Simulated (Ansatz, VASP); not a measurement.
Two plane-wave programs on TiAl

Contents of INCAR:

```
PREC = Accurate
ENCUT = 520
EDIFF = 1E-7
ISMEAR = 0
SIGMA = 0.15
LREAL = False
LASPH = True
NELM = 100
ALGO = Fast
ISIF = 2
LWAVE = False
LCHARG = False
GGA = PE
NBANDS = 14
```

Contents of KPOINTS:

```
regular mesh
0
Gamma
  18 18 10
```

Contents of POSCAR:

```
TiAl
1.0
    2.9531395050      0.0000000000      0.0000000000
   -1.4765697525      2.5574938323      0.0000000000
    0.0000000000      0.0000000000      4.7647975422
Ti Al
1 1
Direct
    0.0000000000      0.0000000000      0.0150359751
    0.3333333333      0.6666666667      0.4733252045
```

Input for Ansatz:

```yaml
crystal:
  lattice:
    - [2.953139505, 0.0, 0.0]
    - [-1.4765697525, 2.5574938323, 0.0]
    - [0.0, 0.0, 4.7647975422]
  atoms:
    - { symbol: Ti, position: [0.0, 0.0, 0.0150359751] }
    - { symbol: Al, position: [0.3333333333, 0.6666666667, 0.4733252045] }
basis:
  ecutwfc: 520.0
kpoints:
  mp_grid: { grid: [18, 18, 10] }
hamiltonian:
  xc: pbe
scf:
  occupations: { method: gaussian, width: 0.15 }
output:
  forces: true
  stress: true
  eigenvalues: true
```

Change from the starting cell: mode 6 frozen in at -0.124 Å, equal normal strain along x, y and z +0.0250.

Alike in both runs: task single point; functional PBE; k mesh 18 × 18 × 10; occupations gaussian, width 0.15 eV; no spin polarisation.

|  | VASP | Ansatz |
| --- | --- | --- |
| version | VASP 6.6.1 | Ansatz 0.2.0 |
| potentials or method | VASP PAW PBE potentials, release 64 (Ti_sv, Al), cutoff 520 eV | scalar-relativistic, plane waves, PAW |
| valence electrons in the cell | 15 | 15 |

```csv
,VASP,Ansatz,Ansatz less VASP
gap on the k mesh at the Fermi level (eV),none,none,-
pressure (GPa),-5.3,-5.3,+0.03
"traceless stress, the component that is largest in VASP (GPa)",0.31,0.28,-0.028
rms of the force components (eV/Å),0.646,0.645,-0.0014
```

Atom by atom the forces differ by 0.001 eV/Å (rms over components). A gap of «none» marks a metal or a gap that the smearing closes.
